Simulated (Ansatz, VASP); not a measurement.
# MoSe: VASP beside Ansatz

The input INCAR:

```
SYSTEM = MoSe
PREC     = Accurate       ! precision mode
ENCUT    = 520            ! plane-wave cutoff, eV
EDIFF    = 1E-6           ! SCF threshold, eV
ISMEAR   = 0              ! smearing method
SIGMA    = 0.05           ! smearing width, eV
LREAL    = .False.        ! projectors in reciprocal space
LASPH    = .True.         ! aspherical terms in the spheres
NELM     = 150            ! most SCF steps
ALGO     = Normal         ! electronic algorithm
ISIF     = 2              ! what is computed and relaxed
LWAVE    = .False.        ! write WAVECAR
LCHARG   = .False.        ! write CHGCAR
LMAXMIX  = 4              ! l up to which the mixer works
LDAU     = .True.         ! DFT+U
LDAUTYPE = 2            
LDAUL    = 2 -1           ! shell
LDAUU    = 4 0            ! U, eV
LDAUJ    = 0 0          
LDAUPRINT= 1            
GGA      = PE             ! functional
NBANDS   = 17             ! bands
```

KPOINTS

```
regular mesh
0
Gamma
  14 14 14
  0 0 0
```

The input POSCAR:

```
MoSe
1.0
    0.0000000000      2.6101627283      2.6101627283
    2.6101627283      0.0000000000      2.6101627283
    2.6101627283      2.6101627283      0.0000000000
Mo Se
1 1
Direct
    0.0000000000      0.0000000000      0.0000000000
    0.5000000000      0.5000000000      0.5000000000
```

Input for Ansatz:

```yaml
crystal:
  lattice:
    - [0.0, 2.6101627283, 2.6101627283]
    - [2.6101627283, 0.0, 2.6101627283]
    - [2.6101627283, 2.6101627283, 0.0]
  atoms:
    - { symbol: Mo, position: [0.0, 0.0, 0.0] }
    - { symbol: Se, position: [0.5, 0.5, 0.5] }
basis:
  ecutwfc: 420
kpoints:
  mp_grid: { grid: [14, 14, 14] }
hamiltonian:
  xc: pbe
  hubbard: { sites: [{ species: Mo, l: d, u_eff: 4.0 }] }
scf:
  occupations: { method: gaussian, width: 0.05 }
output:
  forces: true
  stress: true
  eigenvalues: true
```

Alike in both runs: task single point; functional PBE; k mesh 14 × 14 × 14; occupations gaussian, width 0.05 eV; no spin polarisation; Hubbard terms Mo d U = 4.0 eV.

|  | VASP | Ansatz |
| --- | --- | --- |
| version | VASP 6.6.1 | Ansatz 0.2.0 |
| potentials or method | VASP PAW PBE potentials, release 64 (Mo_sv, Se), cutoff 520 eV | scalar-relativistic, plane waves, PAW |
| valence electrons in the cell | 20 | 30 |

Ansatz gave:

- gap on the k mesh at the Fermi level (eV): none
- pressure (GPa): 3.7

Problem. Which values does VASP return?

Solution. gap on the k mesh at the Fermi level (eV): none; pressure (GPa): 4.2.

The programs project onto different local orbitals, so the same U acts differently, and such runs can settle in different states. A gap of «none» marks a metal or a gap that the smearing closes. VASP's potentials hold 20 valence electrons a cell and Ansatz's 30, so a difference there can come from the potentials and not from the codes. Ansatz's warnings: filled band counts differ across k points.
